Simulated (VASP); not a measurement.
# EuO (Fm-3m) in VASP: single point with LDA+U

Aim: the single point of EuO with LDA+U.

All numbers are computed with VASP 6.6.1; they aren't measurements. Logs are shortened: lines on timing, memory, paths and dates and some standing lists are left out, and cuts for length are marked.

## 1. The cell of the first run

The structure is cubic, space group Fm-3m (No. 225). The conventional cell has a = 5.144 Å, b = 5.144 Å, c = 5.144 Å, α = 90.00°, β = 90.00°, γ = 90.00°. Within 3.4 Å of Eu (site symmetry m-3m) lie 6 O at 2.57 Å. O (site symmetry m-3m) has 6 Eu at 2.57 Å within 3.4 Å.

## 2. Single point, LDA+U, collinear spin, zero start

Input file INCAR:

```
PREC = Accurate
ENCUT = 1340
EDIFF = 1E-6
ISMEAR = 0
SIGMA = 0.05
LREAL = F
LASPH = T
NELM = 200
ALGO = Normal
ISIF = 2
LWAVE = F
LCHARG = T
ISPIN = 2
MAGMOM = 0 0
LORBIT = 11
NUPDOWN = 0.0
LMAXMIX = 6
LDAU = T
LDAUTYPE = 2
LDAUL = 3 -1
LDAUU = 7 0
LDAUJ = 0 0
LDAUPRINT = 1
GGA = CA
LELF = T
LVHAR = T
NBANDS = 22
GGA_COMPAT = F
```

Input file KPOINTS:

```
Automatic mesh
0
Gamma
  6 6 6
```

Input file POSCAR:

```
EuO
1.0
    0.0000000000      2.5719519700      2.5719519700
    2.5719519700      0.0000000000      2.5719519700
    2.5719519700      2.5719519700      0.0000000000
Eu O
1 1
Direct
    0.5000000000      0.5000000000      0.5000000000
    0.0000000000      0.0000000000      0.0000000000
```

Potentials or basis: VASP PAW PBE potentials, release 64 (Eu, O_h).

On the command line:

```console
$ cat potpaw_PBE.64/Eu/POTCAR potpaw_PBE.64/O_h/POTCAR > POTCAR
$ mpirun -np 1 vasp_std > vasp.out
```

OUTCAR:

```text
PREC = Accurate
   ENCUT = 1340
   EDIFF = 1E-6
   ISMEAR = 0
   LREAL = F
   LASPH = T
   NELM = 200
   ISIF = 2
   ISPIN = 2
   LORBIT = 11
   NUPDOWN = 0.0
   GGA = CA

 ion  position               nearest neighbor table
   1  0.500  0.500  0.500-
   2  0.000  0.000  0.000-

  LATTYP: Found a face centered cubic cell.
 ALAT       =     5.1439039400

  Lattice vectors:

 A1 = (   0.0000000000,   2.5719519700,   2.5719519700)
 A2 = (   2.5719519700,   0.0000000000,   2.5719519700)
 A3 = (   2.5719519700,   2.5719519700,   0.0000000000)

Analysis of symmetry for initial positions (statically):
=====================================================================
 Subroutine PRICEL returns:
 Original cell was already a primitive cell.

 Routine SETGRP: Setting up the symmetry group for a
 face centered cubic supercell.

 Subroutine GETGRP returns: Found 48 space group operations
 (whereof 48 operations were pure point group operations)
 out of a pool of 48 trial point group operations.

The static configuration has the point symmetry O_h .

Analysis of symmetry for dynamics (positions and initial velocities):
=====================================================================
 Subroutine PRICEL returns:
 Original cell was already a primitive cell.

 Routine SETGRP: Setting up the symmetry group for a
 face centered cubic supercell.

 Subroutine GETGRP returns: Found 48 space group operations
 (whereof 48 operations were pure point group operations)
 out of a pool of 48 trial point group operations.

The dynamic configuration has the point symmetry O_h .

Analysis of structural, dynamic, and magnetic symmetry:
=====================================================================
 Subroutine PRICEL returns:
 Original cell was already a primitive cell.

 Routine SETGRP: Setting up the symmetry group for a
 face centered cubic supercell.

 Subroutine GETGRP returns: Found 48 space group operations
 (whereof 48 operations were pure point group operations)
 out of a pool of 48 trial point group operations.

The overall configuration has the point symmetry O_h .

 Subroutine INISYM returns: Found 48 space group operations
 (whereof 48 operations are pure point group operations),
 and found     1 'primitive' translations

----------------------------------------------------------------------------------------

                                     Primitive cell

  volume of cell :      34.0266

  direct lattice vectors                    reciprocal lattice vectors
     0.000000000  2.571951970  2.571951970    -0.194404875  0.194404875  0.194404875
     2.571951970  0.000000000  2.571951970     0.194404875 -0.194404875  0.194404875
     2.571951970  2.571951970  0.000000000     0.194404875  0.194404875 -0.194404875

  length of vectors
     3.637289358  3.637289358  3.637289358     0.336719120  0.336719120  0.336719120

[... 115 lines left out ...]

atom =   1  type =  1  l = 3

 onsite density matrix

spin component  1

  0.6193  0.0000  0.4768 -0.0000 -0.0000  0.0000  0.0000
  0.0000  0.1720 -0.0000  0.0000 -0.0000  0.0000  0.0000
  0.4768 -0.0000  0.3731 -0.0000  0.0000 -0.0000 -0.0000
 -0.0000  0.0000 -0.0000  0.9887 -0.0000 -0.0000 -0.0000
 -0.0000 -0.0000  0.0000 -0.0000  0.3731 -0.0000 -0.4768
  0.0000  0.0000 -0.0000 -0.0000 -0.0000  0.0038 -0.0000
  0.0000  0.0000 -0.0000 -0.0000 -0.4768 -0.0000  0.6193

spin component  2

  0.6193  0.0000  0.4768 -0.0000 -0.0000  0.0000  0.0000
  0.0000  0.1724 -0.0000  0.0000 -0.0000  0.0000  0.0000
  0.4768 -0.0000  0.3731 -0.0000  0.0000 -0.0000 -0.0000
 -0.0000  0.0000 -0.0000  0.9887 -0.0000 -0.0000 -0.0000
 -0.0000 -0.0000  0.0000 -0.0000  0.3731 -0.0000 -0.4768
  0.0000  0.0000 -0.0000 -0.0000 -0.0000  0.0038 -0.0000
  0.0000  0.0000 -0.0000 -0.0000 -0.4768 -0.0000  0.6193

 occupancies and eigenvectors

  o =  0.0038  v =  0.0000 -0.0000  0.0000  0.0000  0.0007 -1.0000  0.0006  0.0000  0.0000  0.0000  0.0000  0.0000  0.0000  0.0000      0.0000  0.0000  0.0000  0.0000  0.0000  0.0000  0.0000  0.0000  0.0000  0.0000  0.0000  0.0000  0.0000  0.0000
  o =  0.0038  v =  0.0000  0.0000 -0.0000  0.0000 -0.7906 -0.0009 -0.6124  0.0000  0.0000  0.0000  0.0000  0.0000  0.0000  0.0000      0.0000  0.0000  0.0000  0.0000  0.0000  0.0000  0.0000  0.0000  0.0000  0.0000  0.0000  0.0000  0.0000  0.0000
  o =  0.0038  v = -0.6124  0.0000  0.7906 -0.0000 -0.0000  0.0000  0.0000  0.0000  0.0000  0.0000  0.0000  0.0000  0.0000  0.0000      0.0000  0.0000  0.0000  0.0000  0.0000  0.0000  0.0000  0.0000  0.0000  0.0000  0.0000  0.0000  0.0000  0.0000
  o =  0.0038  v =  0.0000  0.0000  0.0000  0.0000  0.0000  0.0000  0.0000 -0.0000  0.0000  0.0000 -0.0000  0.0015  1.0000  0.0012      0.0000  0.0000  0.0000  0.0000  0.0000  0.0000  0.0000  0.0000  0.0000  0.0000  0.0000  0.0000  0.0000  0.0000
  o =  0.0038  v =  0.0000  0.0000  0.0000  0.0000  0.0000  0.0000  0.0000  0.0016 -0.0000 -0.0021 -0.0000  0.7906 -0.0019  0.6124      0.0000  0.0000  0.0000  0.0000  0.0000  0.0000  0.0000  0.0000  0.0000  0.0000  0.0000  0.0000  0.0000  0.0000
  o =  0.0038  v =  0.0000  0.0000  0.0000  0.0000  0.0000  0.0000  0.0000 -0.6124  0.0000  0.7906 -0.0000  0.0021 -0.0000  0.0016      0.0000  0.0000  0.0000  0.0000  0.0000  0.0000  0.0000  0.0000  0.0000  0.0000  0.0000  0.0000  0.0000  0.0000
  o =  0.1720  v =  0.0000 -1.0000 -0.0000  0.0000 -0.0000  0.0000 -0.0000  0.0000  0.0000  0.0000  0.0000  0.0000  0.0000  0.0000      0.0000  0.0000  0.0000  0.0000  0.0000  0.0000  0.0000  0.0000  0.0000  0.0000  0.0000  0.0000  0.0000  0.0000
  o =  0.1724  v =  0.0000  0.0000  0.0000  0.0000  0.0000  0.0000  0.0000  0.0000  1.0000 -0.0000  0.0000  0.0000 -0.0000  0.0000      0.0000  0.0000  0.0000  0.0000  0.0000  0.0000  0.0000  0.0000  0.0000  0.0000  0.0000  0.0000  0.0000  0.0000
  o =  0.9887  v =  0.0000  0.0000  0.0000 -0.0007  0.6124 -0.0000 -0.7906  0.0000  0.0000  0.0000  0.0000  0.0000  0.0000  0.0000      0.0000  0.0000  0.0000  0.0000  0.0000  0.0000  0.0000  0.0000  0.0000  0.0000  0.0000  0.0000  0.0000  0.0000
  o =  0.9887  v = -0.7906  0.0000 -0.6124  0.0000  0.0000 -0.0000 -0.0000  0.0000  0.0000  0.0000  0.0000  0.0000  0.0000  0.0000      0.0000  0.0000  0.0000  0.0000  0.0000  0.0000  0.0000  0.0000  0.0000  0.0000  0.0000  0.0000  0.0000  0.0000
  o =  0.9887  v =  0.0000 -0.0000 -0.0000 -1.0000 -0.0004 -0.0000  0.0006  0.0000  0.0000  0.0000  0.0000  0.0000  0.0000  0.0000      0.0000  0.0000  0.0000  0.0000  0.0000  0.0000  0.0000  0.0000  0.0000  0.0000  0.0000  0.0000  0.0000  0.0000
  o =  0.9887  v =  0.0000  0.0000  0.0000  0.0000  0.0000  0.0000  0.0000  0.0000  0.0000  0.0000  0.0014  0.6124 -0.0000 -0.7906      0.0000  0.0000  0.0000  0.0000  0.0000  0.0000  0.0000  0.0000  0.0000  0.0000  0.0000  0.0000  0.0000  0.0000
  o =  0.9887  v =  0.0000  0.0000  0.0000  0.0000  0.0000  0.0000  0.0000  0.7906 -0.0000  0.6124 -0.0000 -0.0000  0.0000  0.0000      0.0000  0.0000  0.0000  0.0000  0.0000  0.0000  0.0000  0.0000  0.0000  0.0000  0.0000  0.0000  0.0000  0.0000
  o =  0.9887  v =  0.0000  0.0000  0.0000  0.0000  0.0000  0.0000  0.0000 -0.0000 -0.0000 -0.0000 -1.0000  0.0009 -0.0000 -0.0011      0.0000  0.0000  0.0000  0.0000  0.0000  0.0000  0.0000  0.0000  0.0000  0.0000  0.0000  0.0000  0.0000  0.0000

 number of electron      23.0000000 magnetization      -0.0000000

 Free energy of the ion-electron system (eV)
  ---------------------------------------------------
  ext. energy  EPLUGINS =         0.00000000
  ---------------------------------------------------
  free energy    TOTEN  =       -12.68112616 eV

  energy without entropy =      -12.67657280  energy(sigma->0) =      -12.67884948

 E-fermi :   4.9452     XC(G=0): -11.4972

 val. band max:        4.9399500912   @ k =   0.0000   0.0000   0.0000
 cond. band min:       5.0389650851   @ k =   0.3333   0.0000   0.0000
 fundamental gap:      0.0990149940
 Fermi energy:         4.9473013944

 spin component 1

 k-point     1 :       0.0000    0.0000    0.0000
  band No.  band energies     occupation
      1     -36.6115      1.00000
      2     -15.1585      1.00000
      3     -15.1585      1.00000
      4     -15.1585      1.00000
      5     -13.8252      1.00000
      6      -0.0695      1.00000
[... 389 lines left out ...]
     21      13.4975      0.00000
     22      14.1753      0.00000
 Fermi energy:         4.9452376743

 spin component 2

 k-point     1 :       0.0000    0.0000    0.0000
  band No.  band energies     occupation
      1     -36.6116      1.00000
      2     -15.1585      1.00000
      3     -15.1585      1.00000
      4     -15.1585      1.00000
      5     -13.8251      1.00000
      6      -0.0696      1.00000
[... 389 lines left out ...]
     21      13.4976      0.00000
     22      14.1756      0.00000

------------------------ aborting loop because EDIFF is reached ----------------------------------------

  FORCE on cell =-STRESS in cart. coord.  units (eV):
  Direction    XX          YY          ZZ          XY          YZ          ZX
  --------------------------------------------------------------------------------------
  -------------------------------------------------------------------------------------
  Total       -3.7383718     -3.7383718     -3.7383718      0.0000000      0.0000000      0.0000000
  in kB     -176.0250674   -176.0250674   -176.0250674      0.0000000      0.0000000      0.0000000
  external PRESSURE =    -176.0250674 kB  Pullay stress =       0.0000000 kB

 VOLUME and BASIS-vectors are now :
 -----------------------------------------------------------------------------
  energy-cutoff  :     1340.00
  volume of cell :       34.03
      direct lattice vectors                 reciprocal lattice vectors
     0.000000000  2.571951970  2.571951970    -0.194404875  0.194404875  0.194404875
     2.571951970  0.000000000  2.571951970     0.194404875 -0.194404875  0.194404875
     2.571951970  2.571951970  0.000000000     0.194404875  0.194404875 -0.194404875

 POSITION                                       TOTAL-FORCE (eV/Angst)
 -----------------------------------------------------------------------------------
      2.57195      2.57195      2.57195         0.000000      0.000000     -0.000000
      0.00000      0.00000      0.00000        -0.000000     -0.000000      0.000000
 -----------------------------------------------------------------------------------
    total drift:                               -0.000000     -0.000000     -0.000000

  FREE ENERGIE OF THE ION-ELECTRON SYSTEM (eV)
  ---------------------------------------------------
  free  energy   TOTEN  =       -12.6811261643 eV

  energy  without entropy=      -12.6765727976  energy(sigma->0) =      -12.67884948

 total charge

# of ion       s       p       d       f       tot
--------------------------------------------------
    1        2.016   5.624   0.559   6.291  14.490
    2        1.027   2.257   0.000   0.000   3.284
--------------------------------------------------
tot          3.042   7.881   0.559   6.291  17.773

 magnetization (x)

# of ion       s       p       d       f       tot
--------------------------------------------------
    1       -0.000   0.000   0.000  -0.001  -0.000
    2        0.000   0.000   0.000   0.000   0.000
--------------------------------------------------
tot         -0.000   0.000   0.000  -0.001  -0.000
```

Run time: 10 min. Hardware: 1 thread of Intel Xeon Platinum 8259CL at 2.50GHz (Skylake/Cascade Lake), shared host; peak memory 0.38 GiB.

What came out:

- Free energy: -12.6811 eV
- Pressure: -17.6 GPa
- Net moment: 0.00 μB per cell
- Valence electrons inside the program's atomic spheres: Eu 14.49; O 3.28

Eigenvalues of the final occupation matrices:
| site | spin | trace | eigenvalues |
| --- | --- | --- | --- |
| site 1 f | 1 | 3.15 | 0.00 0.00 0.00 0.17 0.99 0.99 0.99 |
| site 1 f | 2 | 3.15 | 0.00 0.00 0.00 0.17 0.99 0.99 0.99 |

Caveat: the cell stands under tension; the PAW data sets were made with another functional, which shifts forces and pressure a little; spin-orbit coupling is left out, which moves the levels of the heavy elements; the total moment is fixed, so each spin has its own Fermi level.
